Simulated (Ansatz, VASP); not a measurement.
# BN in VASP and in Ansatz

INCAR

```
PREC = Accurate
ENCUT = 520
EDIFF = 1E-6
ISMEAR = -1
SIGMA = 0.02
LREAL = F
LASPH = T
NELM = 60
ALGO = Normal
ISIF = 2
LWAVE = F
LCHARG = F
GGA = PE
NBANDS = 11
```

The input KPOINTS:

```
regular mesh
0
Gamma
  12 12 12
```

Contents of POSCAR:

```
BN
1.0
   -0.0713507661      1.7334746836      1.7334746836
    1.7334746836     -0.0713507661      1.7334746836
    1.7334746836      1.7334746836     -0.0713507661
B N
1 1
Direct
   -0.0012203846     -0.0012203846     -0.0012203846
    0.2512203846      0.2512203846      0.2512203846
```

Input for Ansatz:

```yaml
crystal:
  lattice:
    - [-0.0713507661, 1.7334746836, 1.7334746836]
    - [1.7334746836, -0.0713507661, 1.7334746836]
    - [1.7334746836, 1.7334746836, -0.0713507661]
  atoms:
    - { symbol: B, position: [-0.0012203846, -0.0012203846, -0.0012203846] }
    - { symbol: "N", position: [0.2512203846, 0.2512203846, 0.2512203846] }
kpoints:
  mp_grid: { grid: [12, 12, 12] }
  band_path:
    path:
      - [0.0, 0.0, 0.0]
      - [-0.5, -0.5, 0.0]
      - [-0.375, -0.375, 0.25]
      - [-0.375, 0.0, 0.375]
      - [0.0, 0.0, 0.5]
      - [-0.5, -0.25, 0.25]
      - [0.0, 0.5, 0.5]
    npoints: 1
hamiltonian:
  xc: pbe
scf:
  occupations: { method: fermi_dirac, width: 0.02 }
  n_extra_bands: 4
output:
  forces: true
  stress: true
  eigenvalues: true
```

Change from the starting cell: shear_111 strain -5.9%.

Alike in both runs: task single point; functional PBE; k mesh 12 × 12 × 12; occupations fermi-dirac, width 0.02 eV; no spin polarisation.

|  | VASP | Ansatz |
| --- | --- | --- |
| version | VASP 6.6.1 | Ansatz 0.2.0 |
| potentials or method | VASP PAW PBE potentials, release 64 (B, N) | plane waves, PAW |
| plane-wave cutoff (eV) | 520 | 420 |
| valence electrons in the cell | 8 | 8 |

VASP gave:

- gap on the k mesh at the Fermi level (eV): 4.14
- pressure (GPa): 33.2
- traceless stress, the component that is largest in VASP (GPa): 21.42
- rms of the force components (eV/Å): 0.053

Q: Which values does Ansatz return?

A: gap on the k mesh at the Fermi level (eV): 4.16; pressure (GPa): 32.7; traceless stress, the component that is largest in VASP (GPa): 21.30; rms of the force components (eV/Å): 0.048.

Atom by atom the forces differ by 0.006 eV/Å (rms over components). Both programs put the cell under a high pressure, so it lies far from rest at this level. With one functional, cell and mesh, what is left measures potentials, basis and numerics.
